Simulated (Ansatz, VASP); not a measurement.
# One calculation of Si2Ni, two programs

Contents of INCAR:

```
PREC = Accurate ; ENCUT = 520
EDIFF = 1E-6 ; ISMEAR = 0
SIGMA = 0.15 ; LREAL = F
LASPH = T ; NELM = 80
ALGO = Normal ; ISIF = 2
LWAVE = F ; LCHARG = F
GGA = PS ; NBANDS = 16
```

The input KPOINTS:

```
Automatic mesh
0
Gamma
  18 18 18
```

Contents of POSCAR:

```
Si2Ni
1.0
    0.0000000000      3.0259787197      2.1393669548
    3.0259787197      0.0000000000      2.1393669548
    3.0259787197      3.0259787197      0.0000000000
Si Ni
2 1
Direct
    0.2500000000      0.2500000000      0.2500000000
    0.7500000000      0.7500000000      0.7500000000
    0.0000000000      0.0000000000      0.0000000000
```

Input for Ansatz:

```yaml
crystal:
  lattice:
    - [0.0, 3.0259787197, 2.1393669548]
    - [3.0259787197, 0.0, 2.1393669548]
    - [3.0259787197, 3.0259787197, 0.0]
  atoms:
    - { symbol: Si, position: [0.25, 0.25, 0.25] }
    - { symbol: Si, position: [0.75, 0.75, 0.75] }
    - { symbol: Ni, position: [0.0, 0.0, 0.0] }
basis:
  ecutwfc: 420
kpoints:
  mp_grid: { grid: [18, 18, 18] }
hamiltonian:
  xc: pbesol
scf:
  occupations: { method: gaussian, width: 0.15 }
output:
  forces: true
  stress: true
  eigenvalues: true
```

Alike in both runs: task single point; functional PBEsol; k mesh 18 × 18 × 18; occupations gaussian, width 0.15 eV; no spin polarisation.

```csv
,VASP,Ansatz
version,VASP 6.6.1,Ansatz 0.2.0
potentials or method,"VASP PAW PBE potentials, release 64 (Si, Ni), cutoff 520 eV","scalar-relativistic, plane waves, PAW"
valence electrons in the cell,18,26
```

VASP gave:

| Item | Value |
| --- | --- |
| gap on the k mesh at the Fermi level (eV) | none |
| pressure (GPa) | 11.5 |
| traceless stress, the component that is largest in VASP (GPa) | 47.67 |

Task: Estimate Ansatz's values.

Result: gap on the k mesh at the Fermi level (eV): none; pressure (GPa): 11.3; traceless stress, the component that is largest in VASP (GPa): 47.75.

VASP's potentials were made for PBE, not for PBEsol. A gap of «none» marks a metal or a gap that the smearing closes. With one functional, cell and mesh, what is left measures potentials, basis and numerics. VASP's potentials hold 18 valence electrons a cell and Ansatz's 26, so a difference there can come from the potentials and not from the codes.
